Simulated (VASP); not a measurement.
**Te: single point with PBE**

Crystal: Te.

```
Te
1.0
     2.25469    1.30174    1.85726
    -2.25469    1.30174    1.85726
     0.00000   -2.60349    1.85726
Te
1
Direct
  0.50000 0.50000 0.50000
```

This isn't the form of Te at room conditions, which is trigonal, of chains.

```yaml
Program: VASP 6.6.1
Task: single point
Functional: PBE
Potentials_or_basis: VASP PAW PBE potentials, release 64 (Te)
Cutoff: 500 eV
k_mesh: 15 × 15 × 15
Occupations: gaussian, width 0.15 eV
Spin: no spin polarisation
```

```yaml
Pressure: 0.0 GPa
Band_gap_on_the_k_mesh: zero (bands 3 and 4 overlap by 5.43 eV)
```

Levels at points of the mesh, in eV from the Fermi level:
```csv
k point,band 1,band 2,band 3,band 4,band 5,band 6,band 7
"(0.00, 0.00, 0.00)",-13.59,1.18,1.18,1.22,6.05,6.05,6.50
```

Run time: 32 s on 1 thread of Intel(R) Xeon(R) Platinum 8259CL CPU @ 2.50GHz (Skylake/Cascade Lake), on a shared host, peak memory 0.21 GiB.

Caveat: spin-orbit coupling is left out, which moves the levels of the heavy elements.
